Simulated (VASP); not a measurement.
# Bi in VASP: notebook

The runs below take Bi through single point, with PBE.

Program: VASP 6.6.1. These are calculated values, not measurements. Logs are shortened: lines on timing, memory, paths and dates and some standing lists are left out, and cuts for length are marked.

### 1 The cell of the first run

The cell holds a slab with vacuum, 2 atoms: a = 4.558 Å, b = 4.558 Å, c = 28.000 Å, α = 90.00°, β = 90.00°, γ = 120.00°.

### 2 Single point, PBE

Contents of INCAR:

```
SYSTEM = Bi
  PREC = Accurate
  ENCUT = 520
  EDIFF = 1E-6
  ISMEAR = 0
  SIGMA = 0.02
  LREAL = .FALSE.
  LASPH = .TRUE.
  NELM = 80
  ALGO = Normal
  ISIF = 2
  LWAVE = .FALSE.
  LCHARG = .FALSE.
  LDIPOL = .TRUE.
  IDIPOL = 3
  DIPOL = 0.5 0.5 0.500
  GGA = PE
  NBANDS = 22
```

Contents of KPOINTS:

```
Automatic mesh
0
G
  9 9 1
  0 0 0
```

Contents of POSCAR:

```
Bi
1.0
    4.5580000000      0.0000000000      0.0000000000
   -2.2790000000      3.9473437904      0.0000000000
    0.0000000000      0.0000000000     28.0000000000
Bi
2
Direct
    0.3333333333      0.6666666667      0.5131964286
    0.6666666667      0.3333333333      0.4868035714
```

Potentials or basis: VASP PAW PBE potentials, release 64 (Bi_d).

On the command line:

```bash
> cat potpaw_PBE.64/Bi_d/POTCAR > POTCAR
> mpirun -np 1 vasp_std > vasp.out
```

OUTCAR:

```text
SYSTEM = Bi
   PREC = Accurate
   ENCUT = 520
   EDIFF = 1E-6
   ISMEAR = 0
   LREAL = .FALSE.
   LASPH = .TRUE.
   NELM = 80
   ISIF = 2
   GGA = PE

 ion  position               nearest neighbor table
   1  0.333  0.667  0.513-   2 2.73   2 2.73   2 2.73
   2  0.667  0.333  0.487-   1 2.73   1 2.73   1 2.73

  LATTYP: Found a hexagonal cell.
 ALAT       =     4.5580000000
 C/A-ratio  =     6.1430451953

  Lattice vectors:

 A1 = (   4.5580000000,   0.0000000000,   0.0000000000)
 A2 = (  -2.2790000000,   3.9473437904,   0.0000000000)
 A3 = (   0.0000000000,   0.0000000000,  28.0000000000)

Analysis of symmetry for initial positions (statically):
=====================================================================
 Subroutine PRICEL returns:
 Original cell was already a primitive cell.

 Routine SETGRP: Setting up the symmetry group for a
 hexagonal supercell.

 Subroutine GETGRP returns: Found 12 space group operations
 (whereof 12 operations were pure point group operations)
 out of a pool of 24 trial point group operations.

The static configuration has the point symmetry D_3d.

Analysis of symmetry for dynamics (positions and initial velocities):
=====================================================================
 Subroutine PRICEL returns:
 Original cell was already a primitive cell.

 Routine SETGRP: Setting up the symmetry group for a
 hexagonal supercell.

 Subroutine GETGRP returns: Found 12 space group operations
 (whereof 12 operations were pure point group operations)
 out of a pool of 24 trial point group operations.

The dynamic configuration has the point symmetry D_3d.

 Subroutine INISYM returns: Found 12 space group operations
 (whereof 12 operations are pure point group operations),
 and found     1 'primitive' translations

----------------------------------------------------------------------------------------

                                     Primitive cell

  volume of cell :     503.7758

  direct lattice vectors                    reciprocal lattice vectors
     4.558000000  0.000000000  0.000000000     0.219394471  0.126667457  0.000000000
    -2.279000000  3.947343790  0.000000000     0.000000000  0.253334914  0.000000000
     0.000000000  0.000000000 28.000000000     0.000000000  0.000000000  0.035714286

  length of vectors
     4.558000000  4.558000000 28.000000000     0.253334914  0.253334914  0.035714286

  position of ions in fractional coordinates (direct lattice)
     0.333333333  0.666666667  0.513196429
     0.666666667  0.333333333  0.486803571

  ion indices of the primitive-cell ions
   primitive index   ion index
                 1           1
                 2           2

----------------------------------------------------------------------------------------

 KPOINTS: Automatic mesh

Automatic generation of k-mesh.
 Grid dimensions read from file:
 generate k-points for:    9    9    1

 Generating k-lattice:

  Cartesian coordinates                     Fractional coordinates (reciprocal lattice)
     0.024377163  0.014074162  0.000000000     0.111111111  0.000000000  0.000000000
     0.000000000  0.028148324  0.000000000     0.000000000  0.111111111  0.000000000
     0.000000000  0.000000000  0.035714286     0.000000000  0.000000000  1.000000000

  Length of vectors
     0.028148324  0.028148324  0.035714286

  Shift w.r.t. Gamma in fractional coordinates (k-lattice)
     0.000000000  0.000000000  0.000000000

 Subroutine IBZKPT returns following result:
 ===========================================

 Found     12 irreducible k-points:

 Following reciprocal coordinates:
            Coordinates               Weight
  0.000000  0.000000  0.000000      1.000000
  0.111111  0.000000  0.000000      6.000000
  0.222222 -0.000000  0.000000      6.000000
  0.333333 -0.000000  0.000000      6.000000
  0.444444 -0.000000  0.000000      6.000000
  0.111111  0.111111  0.000000      6.000000
  0.222222  0.111111  0.000000     12.000000
  0.333333  0.111111  0.000000     12.000000
  0.444444  0.111111  0.000000      6.000000
  0.222222  0.222222  0.000000      6.000000
  0.333333  0.222222  0.000000     12.000000
  0.333333  0.333333  0.000000      2.000000
   k-points           NKPTS =     12   k-points in BZ     NKDIM =     12   number of bands    NBANDS=     22
   number of dos      NEDOS =    301   number of ions     NIONS =      2
   total plane-waves  NPLWV = 272160
   dimension x,y,z NGX =    36 NGY =   36 NGZ =  210
   dimension x,y,z NGXF=    72 NGYF=   72 NGZF=  420
   ions per type =               2
   NGX,Y,Z   is equivalent  to a cutoff of  13.13, 13.13, 12.47 a.u.
   NGXF,Y,Z  is equivalent  to a cutoff of  26.26, 26.26, 24.94 a.u.
 SYSTEM =  Bi
   PREC   = accura    normal or accurate (medium, high low for compatibility)
   ISTART =      0    job   : 0-new  1-cont  2-samecut
   ICHARG =      2    charge: 1-file 2-atom 10-const
   ISPIN  =      1    spin polarized calculation?
   LNONCOLLINEAR =      F non collinear calculations
   LSORBIT =      F    spin-orbit coupling
   LASPH  =      T    aspherical Exc in radial PAW
   ENCUT  =  520.0 eV  38.22 Ry    6.18 a.u.   8.47  8.47 52.06*2*pi/ulx,y,z
   NELM   =     80;   NELMIN=  2; NELMDL= -5     # of ELM steps
   EDIFF  = 0.1E-05   stopping-criterion for ELM
   LREAL  =      F    real-space projection
   EDIFFG = 0.1E-04   stopping-criterion for IOM
   NSW    =      0    number of steps for IOM
   IBRION =     -1    ionic relax: 0-MD 1-quasi-New 2-CG
   NFREE  =      0    steps in history (QN), initial steepest desc. (CG)
   ISIF   =      2    stress and relaxation
   ISYM   =      2    0-nonsym 1-usesym 2-fastsym
   POTIM  = 0.5000    time-step for ionic-motion
   TEBEG  =    0.0;   TEEND  =   0.0 temperature during run
   PSTRESS=    0.0 pullay stress
   NELECT =      30.0000    total number of electrons
   NUPDOWN=      -1.0000    fix difference up-down
   EMIN   =  10.00;   EMAX   =-10.00  energy-range for DOS
   EFERMI =   0.00;   METHOD = LEGACY
   ISMEAR =     0;   SIGMA  =   0.02  broadening in eV -4-tet -1-fermi 0-gaus
   EFERMI_NEDOS =   21; number of points for ismear=-14 and -15
   IALGO  =     38    algorithm
   IMIX   =      4    mixing-type and parameters
     AMIX     =   0.40;   BMIX     =  1.00
     AMIX_MAG =   1.60;   BMIX_MAG =  1.00
  volume/ion in A,a.u.               =     251.89      1699.82
  Fermi-wavevector in a.u.,A,eV,Ry     =   0.639297  1.208097  5.560714  0.408701
  Thomas-Fermi vector in A             =   1.704925
   LORBIT       =      0    0 simple, 1 ext, 2 COOP (PROOUT), +10 PAW based schemes
   GGA     = PE    functional components
   LHFCALC =     F    Hartree Fock is set to
   AEXX    =    0.0000 exact exchange contribution
   IVDW    =     0    specifies the selected vdW correction
   LEPSILON=     F    determine dielectric tensor
   LRPA    =     F    only Hartree local field effects (RPA)
 non-spin polarized calculation
 Gauss-broadening in eV      SIGMA  =   0.02
  energy-cutoff  :      520.00
  volume of cell :      503.78
 maximum number of plane-waves:     13659
 NGX is ok and might be reduce to    36
   NGX = 17   NGY = 17   NGZ =105

 dipolmoment           0.000000      0.000000      0.000000 electrons x Angstroem

 number of electron      29.9999990 magnetization

 dipolmoment           0.000000      0.000000     -0.000000 electrons x Angstroem

 Free energy of the ion-electron system (eV)
  ---------------------------------------------------
  ext. energy  EPLUGINS =         0.00000000
  ---------------------------------------------------
  free energy    TOTEN  =        -5.65962056 eV

  energy without entropy =       -5.65794889  energy(sigma->0) =       -5.65878473

 E-fermi :  -2.6173     XC(G=0):  -1.7300

 val. band max:       -2.7382580730   @ k =   0.4444  -0.0000   0.0000
 cond. band min:      -2.6172881591   @ k =   0.2222   0.1111   0.0000
 fundamental gap:      0.1209699139
 Fermi energy:        -2.6172881591

 k-point     1 :       0.0000    0.0000    0.0000
  band No.  band energies     occupation
      1     -26.0046      2.00000
      2     -26.0046      2.00000
      3     -25.7967      2.00000
      4     -25.7967      2.00000
      5     -25.6698      2.00000
      6     -25.4434      2.00000
[... 14 lines left out ...]
     21       1.5453      0.00000
     22       1.9410      0.00000

 k-point     2 :       0.1111    0.0000    0.0000
  band No.  band energies     occupation
      1     -26.0233      2.00000
      2     -26.0150      2.00000
      3     -25.7769      2.00000
      4     -25.7731      2.00000
      5     -25.6879      2.00000
      6     -25.4494      2.00000
[... 14 lines left out ...]
     21       1.6717      0.00000
     22       2.0570      0.00000

 k-point     3 :       0.2222   -0.0000    0.0000
  band No.  band energies     occupation
      1     -26.0586      2.00000
      2     -26.0317      2.00000
      3     -25.7522      2.00000
      4     -25.7265      2.00000
      5     -25.7174      2.00000
      6     -25.4688      2.00000
[... 14 lines left out ...]
     21       2.0071      0.00000
     22       2.3985      0.00000

 k-point     4 :       0.3333   -0.0000    0.0000
  band No.  band energies     occupation
      1     -26.0882      2.00000
      2     -26.0388      2.00000
      3     -25.7985      2.00000
      4     -25.6904      2.00000
      5     -25.6872      2.00000
      6     -25.4810      2.00000
[... 14 lines left out ...]
     21       2.5952      0.00000
     22       2.9108      0.00000

 k-point     5 :       0.4444   -0.0000    0.0000
  band No.  band energies     occupation
      1     -26.1041      2.00000
      2     -26.0368      2.00000
      3     -25.8374      2.00000
      4     -25.6735      2.00000
      5     -25.6677      2.00000
      6     -25.4813      2.00000
[... 14 lines left out ...]
     21       3.2174      0.00000
     22       3.4302      0.00000

 k-point     6 :       0.1111    0.1111    0.0000
  band No.  band energies     occupation
      1     -26.0556      2.00000
      2     -26.0210      2.00000
      3     -25.7519      2.00000
      4     -25.7406      2.00000
      5     -25.7122      2.00000
      6     -25.4712      2.00000
[... 14 lines left out ...]
     21       1.8920      0.00000
     22       2.2863      0.00000

 k-point     7 :       0.2222    0.1111    0.0000
  band No.  band energies     occupation
      1     -26.0961      2.00000
      2     -26.0190      2.00000
      3     -25.7794      2.00000
      4     -25.7033      2.00000
      5     -25.6889      2.00000
      6     -25.5034      2.00000
[... 14 lines left out ...]
     21       2.3538      0.00000
     22       2.7467      0.00000

 k-point     8 :       0.3333    0.1111    0.0000
  band No.  band energies     occupation
      1     -26.1254      2.00000
      2     -26.0072      2.00000
      3     -25.8261      2.00000
      4     -25.6766      2.00000
      5     -25.6614      2.00000
      6     -25.5133      2.00000
[... 14 lines left out ...]
     21       3.0619      0.00000
     22       3.4036      0.00000

 k-point     9 :       0.4444    0.1111    0.0000
  band No.  band energies     occupation
      1     -26.1358      2.00000
      2     -25.9985      2.00000
      3     -25.8480      2.00000
      4     -25.6615      2.00000
      5     -25.6610      2.00000
      6     -25.5070      2.00000
[... 14 lines left out ...]
     21       3.5836      0.00000
     22       3.6966      0.00000

 k-point    10 :       0.2222    0.2222    0.0000
  band No.  band energies     occupation
      1     -26.1394      2.00000
      2     -25.9870      2.00000
      3     -25.8201      2.00000
      4     -25.6786      2.00000
      5     -25.6436      2.00000
      6     -25.5517      2.00000
[... 14 lines left out ...]
     21       2.9393      0.00000
     22       3.3672      0.00000

 k-point    11 :       0.3333    0.2222    0.0000
  band No.  band energies     occupation
      1     -26.1652      2.00000
      2     -25.9518      2.00000
      3     -25.8576      2.00000
      4     -25.6555      2.00000
      5     -25.6281      2.00000
      6     -25.5657      2.00000
[... 14 lines left out ...]
     21       3.4608      0.00000
     22       3.7621      0.00000

 k-point    12 :       0.3333    0.3333    0.0000
  band No.  band energies     occupation
      1     -26.1803      2.00000
      2     -25.8986      2.00000
      3     -25.8986      2.00000
      4     -25.6331      2.00000
      5     -25.6062      2.00000
      6     -25.6062      2.00000
[... 14 lines left out ...]
     21       2.9130      0.00000
     22       4.0942      0.00000

------------------------ aborting loop because EDIFF is reached ----------------------------------------

 vacuum level on the upper side and lower side of the slab       (xc-potential included)        -0.006        -0.006

  FORCE on cell =-STRESS in cart. coord.  units (eV):
  Direction    XX          YY          ZZ          XY          YZ          ZX
  --------------------------------------------------------------------------------------
  -------------------------------------------------------------------------------------
  Total        9.5681240      9.5681240      1.8631187      0.0000000      0.0000000      0.0000000
  in kB       30.4298684     30.4298684      5.9253471      0.0000000      0.0000000      0.0000000
  external PRESSURE =      22.2616946 kB  Pullay stress =       0.0000000 kB

 VOLUME and BASIS-vectors are now :
 -----------------------------------------------------------------------------
  energy-cutoff  :      520.00
  volume of cell :      503.78
      direct lattice vectors                 reciprocal lattice vectors
     4.558000000  0.000000000  0.000000000     0.219394471  0.126667457  0.000000000
    -2.279000000  3.947343790  0.000000000     0.000000000  0.253334914  0.000000000
     0.000000000  0.000000000 28.000000000     0.000000000  0.000000000  0.035714286

 POSITION                                       TOTAL-FORCE (eV/Angst)
 -----------------------------------------------------------------------------------
     -0.00000      2.63156     14.36950         0.000000      0.000000      2.566446
      2.27900      1.31578     13.63050        -0.000000      0.000000     -2.566446
 -----------------------------------------------------------------------------------
    total drift:                               -0.000000      0.000000     -0.000000

  FREE ENERGIE OF THE ION-ELECTRON SYSTEM (eV)
  ---------------------------------------------------
  free  energy   TOTEN  =        -5.6596205642 eV

  energy  without entropy=       -5.6579488914  energy(sigma->0) =       -5.65878473

 vacuum level on the upper side and lower side of the slab         1.479         1.479
```

Run time: 2.1 min. Hardware: 1 thread of AMD EPYC 9R45 (Zen 5), shared host; peak memory 0.55 GiB.

Results:

```
Free energy            : -5.6596 eV
Largest force          : 2.566 eV/Å
Band gap on the k mesh : zero (bands 15 and 16 overlap by 0.12 eV)
```

Forces in eV/Å, atoms in the order of the input:
```
Bi   0.000  0.000  2.566
Bi   0.000  0.000 -2.566
```

Caveat: spin-orbit coupling is left out, which moves the levels of the heavy elements.

### 3 Single point, PBE

Contents of INCAR:

```
PREC = Accurate ; ENCUT = 520
EDIFF = 1E-7 ; ISMEAR = 0
SIGMA = 0.02 ; LREAL = F
LASPH = T ; NELM = 60
ALGO = Normal ; ISIF = 2
LWAVE = F ; LCHARG = F
LDIPOL = T ; IDIPOL = 3
DIPOL = 0.5 0.5 0.500 ; GGA = PE
NBANDS = 22
```

Contents of KPOINTS:

```
Automatic mesh
0
Gamma
  9 9 1
```

Contents of POSCAR:

```
Bi
1.0
    4.5580000000      0.0000000000      0.0000000000
   -2.2790000000      3.9473437904      0.0000000000
    0.0000000000      0.0000000000     28.0000000000
Bi
2
Direct
    0.3333333333      0.6666666667      0.5066071429
    0.6666666667      0.3333333333      0.4933928571
```

Potentials or basis: VASP PAW PBE potentials, release 64 (Bi_d).

On the command line:

```bash
> cat potpaw_PBE.64/Bi_d/POTCAR > POTCAR
> mpirun -np 1 vasp_std > vasp.out
```

Run time: 2.3 min. Hardware: 1 thread of AMD EPYC 9R45 (Zen 5), shared host; peak memory 0.54 GiB.

The run converged. Its results:

```yaml
Free_energy: -4.9224 eV
Largest_force: 1.083 eV/Å
Band_gap_on_the_k_mesh: zero (bands 15 and 16 overlap by 0.44 eV)
```

Forces in eV/Å, atoms in the order of the input:
```
Bi   0.000  0.000  1.083
Bi   0.000  0.000 -1.083
```

Levels at points of the mesh, in eV from the Fermi level:
```tsv
k point	band 13	band 14	band 15	band 16	band 17	band 18
(0.00, 0.00, 0.00)	-2.94	-2.35	-2.35	2.27	2.33	2.33
```

Caveat: spin-orbit coupling is left out, which moves the levels of the heavy elements.

[end of part 1 of 3]

The gap in the log of VASP goes by the Fermi energy; the results here count the filled bands.